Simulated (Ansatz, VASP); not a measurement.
One calculation of Rh, two programs

INCAR

```
  ALGO = Normal
  EDIFF = 1E-7
  ENCUT = 520
  GGA = PE
  ISIF = 2
  ISMEAR = -1
  LASPH = True
  LCHARG = False
  LREAL = False
  LWAVE = False
  NBANDS = 14
  NELM = 100
  PREC = Accurate
  SIGMA = 0.08
```

KPOINTS

```
k-points
0
Gamma
  14 14 14
```

Contents of POSCAR:

```
Rh
1.0
    2.5528589342      0.0000000000      0.0000000000
    0.0000000000      2.5528589342      0.0000000000
    0.0000000000      0.0000000000      2.5528589342
Rh
1
Direct
    0.0000000000      0.0000000000      0.0000000000
```

Input for Ansatz:

```yaml
crystal:
  lattice:
    - [2.5528589342, 0.0, 0.0]
    - [0.0, 2.5528589342, 0.0]
    - [0.0, 0.0, 2.5528589342]
  atoms:
    - { symbol: Rh, position: [0.0, 0.0, 0.0] }
kpoints:
  mp_grid: { grid: [14, 14, 14] }
scf:
  occupations: { method: fermi_dirac, width: 0.08 }
hamiltonian:
  xc: pbe
  pseudopotentials: { kind: all_electron, lapw: { basis_error: 0.0005 } }
output:
  forces: true
  stress: true
  eigenvalues: true
```

Change from the starting cell: volume scaled by 1.02.

Alike in both runs: task single point; functional PBE; k mesh 14 × 14 × 14; occupations fermi-dirac, width 0.08 eV; no spin polarisation.

```csv
,VASP,Ansatz
version,VASP 6.6.1,Ansatz 0.2.0
potentials or method,"VASP PAW PBE potentials, release 64 (Rh_pv), cutoff 520 eV","all-electron LAPW, scalar-relativistic"
```

VASP gave:

```
pressure (GPa) : -3.4
```

What did Ansatz give for the same quantities?

Pressure (GPa): -3.5.

Ansatz ran all-electron here, and VASP with PAW potentials.
